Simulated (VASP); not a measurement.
Write the native input for VASP 6.6.1 that does the following.

- Task: single point
- Functional: LDA
- Potentials or basis: VASP PAW LDA potentials, release 64 (Si, Ge_d)
- Cutoff: 520 eV
- k mesh: 12 × 12 × 6
- Occupations: gaussian, width 0.03 eV
- Spin: no spin polarisation
- Dipole correction: no
- Further INCAR settings: ALGO = Normal; EDIFF = 1e-07; NBANDS = 26

The structure of SiGe lies in POSCAR:

```
SiGe
1.0
    3.5419095569      0.0000000000      0.0000000000
   -1.7709547785      3.0673836542      0.0000000000
    0.0000000000      0.0000000000      7.0218356966
Si Ge
2 2
Direct
    0.6666666667      0.3333333333      0.8745031008
    0.3333333333      0.6666666667      0.3745031008
    0.6666666667      0.3333333333      0.5004958992
    0.3333333333      0.6666666667      0.0004958992
```

This cell differs from its parent crystal: volume 19.072 Å^3 an atom, c/a of the conventional cell 1.9825.

These files were run (other wordings do the same):

INCAR

```
PREC = Accurate ; ENCUT = 520
EDIFF = 1E-7 ; ISMEAR = 0
SIGMA = 0.03 ; LREAL = False
LASPH = True ; NELM = 100
ALGO = Normal ; ISIF = 2
LWAVE = False ; LCHARG = False
NBANDS = 26
```

KPOINTS

```
Automatic mesh
0
Gamma
  12 12 6
```

Potentials or basis: VASP PAW LDA potentials, release 64 (Si, Ge_d).

Run with:

```console
$ cat potpaw_LDA.64/Si/POTCAR potpaw_LDA.64/Ge_d/POTCAR > POTCAR
$ mpirun -np 1 vasp_std > vasp.out
```

Results of the run:

```yaml
Pressure: 13.3 GPa
Largest_force: 1.689 eV/Å
Band_gap_on_the_k_mesh: zero (band 18 reaches 6.89 eV, above the bottom of band 19 at 6.13 eV)
```

Caveat: forces of over 1 eV/Å act on the atoms, so gaps and moduli don't describe the material at rest.

Run time: 2.4 min on 1 thread of AMD EPYC 7R43 64-Core Processor (Zen 3) (shared host), peak memory 0.21 GiB.
